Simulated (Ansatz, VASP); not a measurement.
**Two plane-wave programs on CdS**

File POSCAR:

```
CdS
1.0
    0.0000000000      2.7267765431      2.7183235359
    2.7267765431      0.0000000000      2.7183235359
    2.7267765431      2.7267765431      0.0000000000
Cd S
1 1
Direct
    0.0000000000      0.0000000000      0.0000000000
    0.5000000000      0.5000000000      0.5000000000
```

File INCAR.step1:

```
ALGO = Normal
EDIFF = 1E-5
ENCUT = 520
GGA = PE
ISIF = 2
ISMEAR = 0
LASPH = T
LREAL = F
LWAVE = T
NBANDS = 16
NELM = 100
PREC = Accurate
SIGMA = 0.01
```

Contents of INCAR.step2:

```
ALGO = Normal
EDIFF = 1E-6
ENCUT = 520
GGA = PE
HFSCREEN = 0.2079
ISIF = 2
ISMEAR = 0
ISTART = 1
LASPH = T
LCHARG = T
LELF = T
LHFCALC = T
LREAL = F
LVHAR = T
LWAVE = F
NBANDS = 16
NELM = 100
PREC = Accurate
PRECFOCK = Normal
SIGMA = 0.01
```

Contents of KPOINTS:

```
k-points
0
Gamma
  6 6 6
```

Input for Ansatz:

```yaml
crystal:
  lattice:
    - [0.0, 2.7267765431, 2.7183235359]
    - [2.7267765431, 0.0, 2.7183235359]
    - [2.7267765431, 2.7267765431, 0.0]
  atoms:
    - { symbol: Cd, position: [0.0, 0.0, 0.0] }
    - { symbol: S, position: [0.5, 0.5, 0.5] }
kpoints:
  mp_grid: { grid: [6, 6, 6] }
  band_path:
    path:
      - [0.0, 0.0, 0.0]
      - [0.5, 0.0, 0.5]
      - [0.625, 0.25, 0.625]
      - [0.375, 0.375, 0.75]
      - [0.5, 0.5, 0.5]
      - [0.5, 0.25, 0.75]
      - [0.0, 0.0, 0.5]
      - [0.5, 0.5, 0.0]
    npoints: 1
hamiltonian:
  xc: hse06
scf:
  occupations: { method: fixed }
  n_extra_bands: 4
output:
  forces: true
  stress: true
  eigenvalues: true
```

Change from the starting cell: uniaxial_z strain -0.3%.

Alike in both runs: task single point; functional HSE06; k mesh 6 × 6 × 6; no spin polarisation.

```csv
,VASP,Ansatz
version,VASP 6.6.1,Ansatz 0.2.0
potentials or method,"VASP PAW PBE potentials, release 64 (Cd, S)","plane waves, PAW"
plane-wave cutoff (eV),520,420
occupations,"gaussian, width 0.01 eV",fixed
valence electrons in the cell,18,26
```

```csv
,VASP,Ansatz,Ansatz less VASP
gap on the k mesh at the Fermi level (eV),1.21,1.22,+0.016
pressure (GPa),0.6,0.3,-0.39
"traceless stress, the component that is largest in VASP (GPa)",0.17,0.16,-0.008
```

VASP's potentials hold 18 valence electrons a cell and Ansatz's 26, so a difference there can come from the potentials and not from the codes. Ansatz's warnings: stress exchange threshold loose, stress scf threshold loose.
